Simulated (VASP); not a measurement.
# Hf (P6/mmm) in VASP: further runs, part 2 of 2

VASP 6.6.1. The steps go on from the part before.

## (3) Single point, PBEsol (19.68 Å³/atom)

This run uses another cell than the first one, of 19.68 Å³/atom.

INCAR reads:

```
SYSTEM = Hf
  PREC = Accurate
  ENCUT = 520
  EDIFF = 1E-6
  ISMEAR = -1
  SIGMA = 0.1
  LREAL = .False.
  LASPH = .True.
  NELM = 60
  ALGO = Normal
  ISIF = 2
  LWAVE = .False.
  LCHARG = .False.
  GGA = PS
  NBANDS = 22
```

KPOINTS reads:

```
Automatic mesh
0
Gamma
  8 8 12
  0 0 0
```

POSCAR reads:

```
Hf
1.0
    4.7848722967      0.0000000000      0.0000000000
   -2.3924361483      4.1438209628      0.0000000000
    0.0000000000      0.0000000000      2.9774624099
Hf
3
Direct
    0.0000000000      0.0000000000      0.0000000000
    0.3333333333      0.6666666667      0.5000000000
    0.6666666667      0.3333333333      0.5000000000
```

Potentials or basis: VASP PAW PBE potentials, release 64 (Hf_pv).

On the command line:

```
cat potpaw_PBE.64/Hf_pv/POTCAR > POTCAR
mpirun -np 1 vasp_std > vasp.out
```

OUTCAR:

```text
SYSTEM = Hf
   PREC = Accurate
   ENCUT = 520
   EDIFF = 1E-6
   ISMEAR = -1
   LREAL = .False.
   LASPH = .True.
   NELM = 60
   ISIF = 2
   GGA = PS

 ion  position               nearest neighbor table
   1  0.000  0.000  0.000-   2 3.14   3 3.14   2 3.14   3 3.14   2 3.14   2 3.14   3 3.14   3 3.14
                             3 3.14   3 3.14   2 3.14   2 3.14
   2  0.333  0.667  0.500-   3 2.76   3 2.76   3 2.76   1 3.14   1 3.14   1 3.14   1 3.14   1 3.14
                             1 3.14
   3  0.667  0.333  0.500-   2 2.76   2 2.76   2 2.76   1 3.14   1 3.14   1 3.14   1 3.14   1 3.14
                             1 3.14

  LATTYP: Found a hexagonal cell.
 ALAT       =     4.7848722967
 C/A-ratio  =     0.6222658047

  Lattice vectors:

 A1 = (   4.7848722967,   0.0000000000,   0.0000000000)
 A2 = (  -2.3924361483,   4.1438209628,   0.0000000000)
 A3 = (   0.0000000000,   0.0000000000,   2.9774624099)

Analysis of symmetry for initial positions (statically):
=====================================================================
 Subroutine PRICEL returns:
 Original cell was already a primitive cell.

 Routine SETGRP: Setting up the symmetry group for a
 hexagonal supercell.

 Subroutine GETGRP returns: Found 24 space group operations
 (whereof 24 operations were pure point group operations)
 out of a pool of 24 trial point group operations.

The static configuration has the point symmetry D_6h.

Analysis of symmetry for dynamics (positions and initial velocities):
=====================================================================
 Subroutine PRICEL returns:
 Original cell was already a primitive cell.

 Routine SETGRP: Setting up the symmetry group for a
 hexagonal supercell.

 Subroutine GETGRP returns: Found 24 space group operations
 (whereof 24 operations were pure point group operations)
 out of a pool of 24 trial point group operations.
[... 118 lines left out ...]
   ISMEAR =    -1;   SIGMA  =   0.10  broadening in eV -4-tet -1-fermi 0-gaus
   EFERMI_NEDOS =   21; number of points for ismear=-14 and -15
   IALGO  =     38    algorithm
   IMIX   =      4    mixing-type and parameters
     AMIX     =   0.40;   BMIX     =  1.00
     AMIX_MAG =   1.60;   BMIX_MAG =  1.00
  volume/ion in A,a.u.               =      19.68       132.80
  Fermi-wavevector in a.u.,A,eV,Ry     =   1.306400  2.468737 23.220790  1.706680
  Thomas-Fermi vector in A             =   2.437204
   LORBIT       =      0    0 simple, 1 ext, 2 COOP (PROOUT), +10 PAW based schemes
   GGA     = PS    functional components
   LHFCALC =     F    Hartree Fock is set to
   AEXX    =    0.0000 exact exchange contribution
   IVDW    =     0    specifies the selected vdW correction
   LEPSILON=     F    determine dielectric tensor
   LRPA    =     F    only Hartree local field effects (RPA)
 non-spin polarized calculation
  energy-cutoff  :      520.00
  volume of cell :       59.04
 maximum number of plane-waves:      1613
 NGX is ok and might be reduce to    36
   NGX = 17   NGY = 17   NGZ = 11

 number of electron      30.0000000 magnetization

 Free energy of the ion-electron system (eV)
  ---------------------------------------------------
  ext. energy  EPLUGINS =         0.00000000
  ---------------------------------------------------
  free energy    TOTEN  =       -31.28949085 eV

  energy without entropy =      -31.21106588  energy(sigma->0) =      -31.25027836

 E-fermi :   5.4634     XC(G=0): -11.9903

 val. band max:        5.4536850032   @ k =   0.3750   0.1250   0.0833
 cond. band min:       5.4916631642   @ k =   0.5000   0.0000   0.2500
 fundamental gap:      0.0379781610
 Fermi energy:         5.4633720248

 k-point     1 :       0.0000    0.0000    0.0000
  band No.  band energies     occupation
      1     -25.0496      2.00000
      2     -25.0496      2.00000
      3     -24.9596      2.00000
      4     -24.9596      2.00000
      5     -24.4208      2.00000
      6     -24.1165      2.00000
[... 589 lines left out ...]
     21       9.0901      0.00000
     22       9.6802      0.00000

 [... further k-points ...]

------------------------ aborting loop because EDIFF is reached ----------------------------------------

  FORCE on cell =-STRESS in cart. coord.  units (eV):
  Direction    XX          YY          ZZ          XY          YZ          ZX
  --------------------------------------------------------------------------------------
  -------------------------------------------------------------------------------------
  Total        3.8970739      3.8970739      4.0769670      0.0000000      0.0000000      0.0000000
  in kB      105.7624752    105.7624752    110.6445821      0.0000000      0.0000000      0.0000000
  external PRESSURE =     107.3898442 kB  Pullay stress =       0.0000000 kB

 VOLUME and BASIS-vectors are now :
 -----------------------------------------------------------------------------
  energy-cutoff  :      520.00
  volume of cell :       59.04
      direct lattice vectors                 reciprocal lattice vectors
     4.784872297  0.000000000  0.000000000     0.208991994  0.120661584  0.000000000
    -2.392436148  4.143820963  0.000000000     0.000000000  0.241323167  0.000000000
     0.000000000  0.000000000  2.977462410     0.000000000  0.000000000  0.335856465

 POSITION                                       TOTAL-FORCE (eV/Angst)
 -----------------------------------------------------------------------------------
      0.00000      0.00000      0.00000         0.000000      0.000000      0.000000
     -0.00000      2.76255      1.48873        -0.000000     -0.000000     -0.000000
      2.39244      1.38127      1.48873         0.000000      0.000000      0.000000
 -----------------------------------------------------------------------------------
    total drift:                                0.000000      0.000000     -0.000000

  FREE ENERGIE OF THE ION-ELECTRON SYSTEM (eV)
  ---------------------------------------------------
  free  energy   TOTEN  =       -31.2894908457 eV

  energy  without entropy=      -31.2110658761  energy(sigma->0) =      -31.25027836
```

stdout:

```text
POSCAR found type information on POSCAR Hf
 POSCAR found :  1 types and       3 ions
 scaLAPACK will be used
 -----------------------------------------------------------------------------
|                                                                             |
|                                                                             |
|     You enforced a specific xc type in the INCAR file but a different       |
|     I HOPE YOU KNOW WHAT YOU ARE DOING!                                     |
|                                                                             |
 -----------------------------------------------------------------------------

 LDA part: xc-table for (Slater+PW92), standard interpolation
 POSCAR, INCAR and KPOINTS ok, starting setup
 FFT: planning ... GRIDC
 FFT: planning ... GRID_SOFT
 FFT: planning ... GRID
 WAVECAR not read
 entering main loop
```

Run time: 1.9 min. Hardware: 1 thread of Intel Xeon 8259CL, shared host; peak memory 0.22 GiB.

Results:

| Property | Result |
| --- | --- |
| Free energy | -31.2895 eV |
| Pressure | 10.7 GPa |
| Band gap on the k mesh | zero (bands 15 and 16 overlap by 1.03 eV) |

Caveat: the cell stands under pressure; the PAW data sets were made with another functional, which shifts forces and pressure a little; spin-orbit coupling is left out, which moves the levels of the heavy elements.

## (4) Single point, PBEsol (20.53 Å³/atom)

This run uses another cell than the first one, of 20.53 Å³/atom.

INCAR reads:

```
PREC = Accurate
ENCUT = 520
EDIFF = 1E-7
ISMEAR = -1
SIGMA = 0.1
LREAL = F
LASPH = T
NELM = 80
ALGO = Normal
ISIF = 2
LWAVE = F
LCHARG = F
GGA = PS
NBANDS = 22
```

KPOINTS reads:

```
regular mesh
0
Gamma
  8 8 12
```

POSCAR reads:

```
Hf
1.0
    4.8532368517      0.0000000000      0.0000000000
   -2.4266184258      4.2030264041      0.0000000000
    0.0000000000      0.0000000000      3.0200033347
Hf
3
Direct
    0.0000000000      0.0000000000      0.0000000000
    0.3333333333      0.6666666667      0.5000000000
    0.6666666667      0.3333333333      0.5000000000
```

On the command line:

```
cat potpaw_PBE.64/Hf_pv/POTCAR > POTCAR
mpirun -np 1 vasp_std > vasp.out
```

Wall time 1.8 min (1 thread of Intel Xeon 8259CL, shared host); peak memory 0.23 GiB.

Results (log left out):

| Quantity | Value |
| --- | --- |
| Free energy | -31.4123 eV |
| Pressure | 4.7 GPa |
| Band gap on the k mesh | zero (bands 15 and 16 overlap by 1.02 eV) |

Stress tensor (GPa, compression positive):
```
4.60 0.00 0.00
0.00 4.60 0.00
0.00 0.00 4.97
```

Levels at points of the mesh, in eV from the Fermi level:
| k point | band 13 | band 14 | band 15 | band 16 | band 17 | band 18 |
| --- | --- | --- | --- | --- | --- | --- |
| (0.00, 0.00, 0.00) | -0.60 | -0.60 | -0.56 | -0.56 | 1.16 | 2.25 |
| (0.50, 0.00, 0.00) | -0.56 | -0.51 | -0.42 | 0.15 | 0.92 | 1.41 |
| (0.00, 0.00, 0.50) | -2.13 | -2.07 | -2.07 | 1.45 | 1.45 | 2.20 |
| (0.50, 0.00, 0.50) | -1.58 | -0.84 | -0.67 | 0.54 | 0.80 | 1.17 |

Caveat: the cell stands under pressure; the PAW data sets were made with another functional, which shifts forces and pressure a little; spin-orbit coupling is left out, which moves the levels of the heavy elements.

## (5) Summary

```csv
cell,gap on the mesh (eV),pressure (GPa)
"a = 4.714, b = 4.714, c = 2.934 Å, angles 90.0, 90.0, 120.0°, 3 atoms",none,18.0
"a = 4.785, b = 4.785, c = 2.977 Å, angles 90.0, 90.0, 120.0°, 3 atoms",none,10.7
"a = 4.853, b = 4.853, c = 3.020 Å, angles 90.0, 90.0, 120.0°, 3 atoms",none,4.7
```

Alike in all rows: task single point; level PBEsol; potentials or basis VASP PAW PBE potentials, release 64 (Hf_pv); no spin polarisation; k mesh 8 × 8 × 12; cutoff (eV) 520; smearing fermi-dirac 0.1 eV.

Caveats: the cell stands under pressure; the PAW data sets were made with another functional, which shifts forces and pressure a little; spin-orbit coupling is left out, which moves the levels of the heavy elements.

Absolute energies hang on the potentials; compare differences alone.
